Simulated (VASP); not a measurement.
Au:

```xyz
2
Lattice="2.9000 0.0000 0.0000 -1.4500 2.5115 0.0000 0.0000 0.0000 4.8800" Properties=species:S:1:pos:R:3 pbc="T T T"
Au    1.4500    0.8372    1.2200
Au    0.0000    1.6743    3.6600
```

Program: VASP 6.6.1. Alike in all runs: task single point; cell as given; cutoff (eV) 520; smearing fermi-dirac 0.05 eV.

Order these runs on this cell by their pressure, lowest first.
A. level r2SCAN; potentials or basis VASP PAW PBE potentials, release 64 (Au); spin off; k mesh 6 × 6 × 3
B. level LDA; potentials or basis VASP PAW LDA potentials, release 64 (Au); spin off; k mesh 11 × 11 × 6
C. level PBEsol; potentials or basis VASP PAW PBE potentials, release 64 (Au); spin off; k mesh 6 × 6 × 3
D. level PBEsol; potentials or basis VASP PAW PBE potentials, release 64 (Au); spin non-collinear, zero start, SOC; k mesh 11 × 11 × 6
E. level r2SCAN; potentials or basis VASP PAW PBE potentials, release 64 (Au); spin off; k mesh 11 × 11 × 6

B (-10.4 GPa), D (-7.8 GPa), C (-6.2 GPa), E (-1.4 GPa), A (0.1 GPa).

Caveats: some runs use coarse meshes; the PAW data sets were made with another functional, which shifts forces and pressure a little (some runs).
